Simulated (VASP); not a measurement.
# FeS2 (Pnnm) in VASP: further runs, part 2 of 2

VASP 6.6.1.

## Step 3: Single point, PBEsol

This run uses another cell than the first one, of 12.98 Å³/atom.

INCAR reads:

```
SYSTEM = FeS2
PREC     = Accurate       ! precision mode
ENCUT    = 600            ! plane-wave cutoff, eV
EDIFF    = 1E-6           ! SCF threshold, eV
ISMEAR   = -1             ! smearing method
SIGMA    = 0.02           ! smearing width, eV
LREAL    = .False.        ! projectors in reciprocal space
LASPH    = .True.         ! aspherical terms in the spheres
NELM     = 120            ! most SCF steps
ALGO     = Normal         ! electronic algorithm
ISIF     = 2              ! what is computed and relaxed
LWAVE    = .False.        ! write WAVECAR
LCHARG   = .False.        ! write CHGCAR
GGA      = PS             ! functional
NBANDS   = 29             ! bands
GGA_COMPAT= .False.
```

KPOINTS reads:

```
Automatic mesh
0
Gamma
  6 4 8
  0 0 0
```

POSCAR reads:

```
FeS2
1.0
    4.3675840126      0.0000000000      0.0000000000
    0.0000000000      5.3331119247      0.0000000000
    0.0000000000      0.0000000000      3.3444120236
Fe S
2 4
Direct
    0.5000000000      0.5000000000      0.5000000000
    0.0000000000      0.0000000000      0.0000000000
    0.2928814126      0.8744103111      0.5000000000
    0.7071185874      0.1255896889      0.5000000000
    0.2071185874      0.3744103111      0.0000000000
    0.7928814126      0.6255896889      0.0000000000
```

Potentials or basis: VASP PAW PBE potentials, release 64 (Fe, S).

The run is started by

```
> cat potpaw_PBE.64/Fe/POTCAR potpaw_PBE.64/S/POTCAR > POTCAR
> mpirun -np 1 vasp_std > vasp.out
```

OUTCAR:

```text
SYSTEM = FeS2
   PREC = Accurate
   ENCUT = 600
   EDIFF = 1E-6
   ISMEAR = -1
   LREAL = .False.
   LASPH = .True.
   NELM = 120
   ISIF = 2
   GGA = PS

 ion  position               nearest neighbor table
   1  0.500  0.500  0.500-   3 2.19   4 2.19   5 2.21   6 2.21   5 2.21   6 2.21
   2  0.000  0.000  0.000-   5 2.19   6 2.19   3 2.21   4 2.21   3 2.21   4 2.21
   3  0.293  0.874  0.500-   1 2.19   2 2.21   2 2.21   4 2.25
   4  0.707  0.126  0.500-   1 2.19   2 2.21   2 2.21   3 2.25
   5  0.207  0.374  0.000-   2 2.19   1 2.21   1 2.21   6 2.25
   6  0.793  0.626  0.000-   2 2.19   1 2.21   1 2.21   5 2.25

  LATTYP: Found a simple orthorhombic cell.
 ALAT       =     3.3444120236
 B/A-ratio  =     1.3059347897
 C/A-ratio  =     1.5946336417

  Lattice vectors:

 A1 = (   0.0000000000,   0.0000000000,   3.3444120236)
 A2 = (   4.3675840126,   0.0000000000,   0.0000000000)
 A3 = (   0.0000000000,   5.3331119247,   0.0000000000)

Analysis of symmetry for initial positions (statically):
[... 186 lines left out ...]
 cond. band min:       9.1473676272   @ k =   0.0000   0.5000   0.5000
 fundamental gap:      0.9338552975
 Fermi energy:         8.7025789529

 k-point     1 :       0.0000    0.0000    0.0000
  band No.  band energies     occupation
      1      -8.8205      2.00000
      2      -6.2142      2.00000
      3      -4.4330      2.00000
      4      -3.5734      2.00000
      5       0.2741      2.00000
      6       1.8625      2.00000
[... 757 lines left out ...]
     28      14.5446      0.00000
     29      16.1193      0.00000

 [... further k-points ...]

------------------------ aborting loop because EDIFF is reached ----------------------------------------

  FORCE on cell =-STRESS in cart. coord.  units (eV):
  Direction    XX          YY          ZZ          XY          YZ          ZX
  --------------------------------------------------------------------------------------
  -------------------------------------------------------------------------------------
  Total        0.2204345      0.2908058      0.2963157      0.0000000      0.0000000      0.0000000
  in kB        4.5336546      5.9809740      6.0942952      0.0000000      0.0000000      0.0000000
  external PRESSURE =       5.5363079 kB  Pullay stress =       0.0000000 kB

 VOLUME and BASIS-vectors are now :
 -----------------------------------------------------------------------------
  energy-cutoff  :      600.00
  volume of cell :       77.90
      direct lattice vectors                 reciprocal lattice vectors
     4.367584013  0.000000000  0.000000000     0.228959534  0.000000000  0.000000000
     0.000000000  5.333111925  0.000000000     0.000000000  0.187507784  0.000000000
     0.000000000  0.000000000  3.344412024     0.000000000  0.000000000  0.299006221

 POSITION                                       TOTAL-FORCE (eV/Angst)
 -----------------------------------------------------------------------------------
      2.18379      2.66656      1.67221         0.000000      0.000000      0.000000
      0.00000      0.00000      0.00000         0.000000      0.000000      0.000000
      1.27918      4.66333      1.67221         0.045646      0.026345      0.000000
      3.08840      0.66978      1.67221        -0.045646     -0.026345      0.000000
      0.90461      1.99677      0.00000        -0.045646      0.026345      0.000000
      3.46298      3.33634      0.00000         0.045646     -0.026345     -0.000000
 -----------------------------------------------------------------------------------
    total drift:                               -0.000000      0.000000      0.000000

  FREE ENERGIE OF THE ION-ELECTRON SYSTEM (eV)
  ---------------------------------------------------
  free  energy   TOTEN  =       -39.5647336674 eV

  energy  without entropy=      -39.5647336674  energy(sigma->0) =      -39.56473367
```

OSZICAR:

```text
N       E                     dE             d eps       ncg     rms          rms(c)
DAV:   1     0.363488590825E+03    0.36349E+03   -0.19733E+04  3488   0.163E+03
DAV:   2     0.176280750185E+01   -0.36173E+03   -0.34415E+03  3495   0.367E+02
DAV:   3    -0.406304041194E+02   -0.42393E+02   -0.39885E+02  4430   0.134E+02
DAV:   4    -0.430166236456E+02   -0.23862E+01   -0.23592E+01  4456   0.326E+01
DAV:   5    -0.431048924874E+02   -0.88269E-01   -0.88225E-01  4736   0.599E+00    0.289E+01
DAV:   6    -0.517024713550E+02   -0.85976E+01   -0.59902E+01  4963   0.120E+02    0.335E+01
DAV:   7    -0.393428014183E+02    0.12360E+02   -0.37245E+01  4264   0.124E+02    0.948E+00
DAV:   8    -0.397062212191E+02   -0.36342E+00   -0.60909E+00  3980   0.111E+01    0.489E+00
DAV:   9    -0.395685644597E+02    0.13766E+00   -0.42569E-01  4819   0.911E+00    0.149E+00
DAV:  10    -0.395655523973E+02    0.30121E-02   -0.65044E-02  4155   0.142E+00    0.500E-01
DAV:  11    -0.395651115373E+02    0.44086E-03   -0.57658E-03  4931   0.977E-01    0.237E-01
DAV:  12    -0.395647966922E+02    0.31485E-03   -0.48156E-04  5510   0.277E-01    0.124E-01
DAV:  13    -0.395647367892E+02    0.59903E-04   -0.17522E-04  5220   0.741E-02    0.566E-02
DAV:  14    -0.395647348423E+02    0.19469E-05   -0.10476E-05  5287   0.327E-02    0.172E-02
DAV:  15    -0.395647333683E+02    0.14739E-05   -0.26374E-06  3021   0.224E-02    0.353E-03
DAV:  16    -0.395647336674E+02   -0.29906E-06   -0.10560E-06  2455   0.102E-02
   1 F= -.39564734E+02 E0= -.39564734E+02  d E =-.344155E-11
```

stdout:

```text
POSCAR found type information on POSCAR FeS
 POSCAR found :  2 types and       6 ions
 scaLAPACK will be used
 -----------------------------------------------------------------------------
|                                                                             |
|                                                                             |
|     You enforced a specific xc type in the INCAR file but a different       |
|     I HOPE YOU KNOW WHAT YOU ARE DOING!                                     |
|                                                                             |
 -----------------------------------------------------------------------------

 LDA part: xc-table for (Slater+PW92), standard interpolation
 POSCAR, INCAR and KPOINTS ok, starting setup
 FFT: planning ... GRIDC
 FFT: planning ... GRID_SOFT
 FFT: planning ... GRID
 WAVECAR not read
 entering main loop
```

It took 2.6 min on 1 thread of Intel Xeon Platinum 8259CL at 2.50GHz (Skylake/Cascade Lake), shared host; peak memory 0.29 GiB.

Results:

| Item | Value |
| --- | --- |
| Free energy | -39.5647 eV |
| Pressure | 0.6 GPa |
| Largest force | 0.053 eV/Å |
| Band gap on the k mesh | 0.93 eV (least direct gap 1.28 eV) |

Forces in eV/Å, atoms in the order of the input:
```
Fe   0.000  0.000  0.000
Fe   0.000  0.000  0.000
S    0.046  0.026  0.000
S   -0.046 -0.026  0.000
S   -0.046  0.026  0.000
S    0.046 -0.026  0.000
```

Levels at points of the mesh, in eV from the valence-band top:
| k point | band 18 | band 19 | band 20 | band 21 | band 22 | band 23 |
| --- | --- | --- | --- | --- | --- | --- |
| (0.00, 0.00, 0.00) | -0.85 | -0.84 | -0.49 | 1.12 | 1.51 | 2.86 |
| (0.50, 0.00, 0.00) | -0.72 | -0.12 | -0.12 | 1.91 | 1.91 | 1.96 |
| (0.00, 0.50, 0.00) | -0.88 | -0.36 | -0.36 | 1.14 | 1.14 | 2.60 |
| (0.50, 0.50, 0.00) | -1.23 | -1.02 | -1.02 | 1.51 | 1.51 | 2.14 |
| (0.00, 0.00, 0.50) | -0.97 | -0.47 | -0.47 | 1.60 | 1.60 | 1.81 |
| (0.50, 0.00, 0.50) | -0.82 | -0.38 | -0.38 | 1.58 | 1.58 | 1.97 |
| (0.00, 0.50, 0.50) | -1.59 | -0.43 | -0.43 | 0.93 | 0.93 | 2.36 |
| (0.50, 0.50, 0.50) | -0.65 | -0.41 | -0.41 | 1.63 | 1.63 | 2.22 |

Caveat: the PAW data sets were made with another functional, which shifts forces and pressure a little. Spin polarisation is off, so any magnetic state and its effect on volume and gap are missing.
